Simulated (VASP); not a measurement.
A run of VASP 6.6.1:

POSCAR

```
CuI
1.0
    0.0000000000      3.0250000000      3.0250000000
    3.0250000000      0.0000000000      3.0250000000
    3.0250000000      3.0250000000      0.0000000000
Cu I
1 1
Direct
    0.0000000000      0.0000000000      0.0000000000
    0.2500000000      0.2500000000      0.2500000000
```

INCAR.step1

```
SYSTEM = CuI
ALGO = Normal
EDIFF = 1E-4
ENCUT = 520
GGA = PE
ISMEAR = -1
LASPH = .True.
LCHARG = .False.
LREAL = .False.
LWAVE = .True.
NBANDS = 16
NELM = 100
PREC = Accurate
SIGMA = 0.1
```

INCAR.step2

```
SYSTEM = CuI
ALGO = Normal
EDIFF = 1E-6
ENCUT = 520
ISIF = 2
ISMEAR = -1
ISTART = 1
LASPH = .True.
LCHARG = .False.
LMIXTAU = .True.
LREAL = .False.
LWAVE = .False.
METAGGA = R2SCAN
NBANDS = 16
NELM = 100
PREC = Accurate
SIGMA = 0.1
```

Contents of KPOINTS:

```
k-points
0
Gamma
  3 3 3
  0 0 0
```

Potentials or basis: VASP PAW PBE potentials, release 64 (Cu, I).

The run is started by

```bash
$ cat potpaw_PBE.64/Cu/POTCAR potpaw_PBE.64/I/POTCAR > POTCAR
$ cp INCAR.step1 INCAR
$ mpirun -np 1 vasp_std > vasp.out
$ cp INCAR.step2 INCAR
$ mpirun -np 1 vasp_std > vasp.out
```

Hardware: 1 thread of Intel Xeon 8259CL (shared host).

Question: How long does it take, and how much memory?

Answer: Run time: 57 s on 1 thread of Intel Xeon 8259CL, on a shared host, peak memory 0.18 GiB. Counts: k points 4.
